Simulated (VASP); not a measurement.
Crystal: ZnSe.

```xyz
2
Lattice="3.3252 0.0000 0.0000 0.0000 3.3252 0.0000 0.0000 0.0000 3.3252" Properties=species:S:1:pos:R:3 pbc="T T T"
Zn    0.0000    0.0000    0.0000
Se    1.6626    1.6626    1.6626
```

Base run:

| Quantity | Value |
| --- | --- |
| Program | VASP 6.6.1 |
| Functional | PBE |
| Potentials or basis | VASP PAW PBE potentials, release 64 (Zn, Se) |
| Cutoff | 500 eV |
| k mesh | 6 × 6 × 6 |
| Occupations | fermi-dirac, width 0.02 eV |
| Spin | no spin polarisation |

Its results: band gap on the k mesh zero (bands 9 and 10 overlap by 1.53 eV); pressure 1.2 GPa.

Question: The run is repeated on the same cell with these changes: functional from PBE to r2SCAN; cutoff from 500 eV to 550 eV. What comes out?

Answer: Band gap on the k mesh zero (bands 9 and 10 overlap by 1.04 eV); pressure -0.2 GPa.

Caveats: the structure was generated, so it needn't be the stable form of ZnSe; the PAW data sets were made with another functional, which shifts forces and pressure a little (at least some runs).
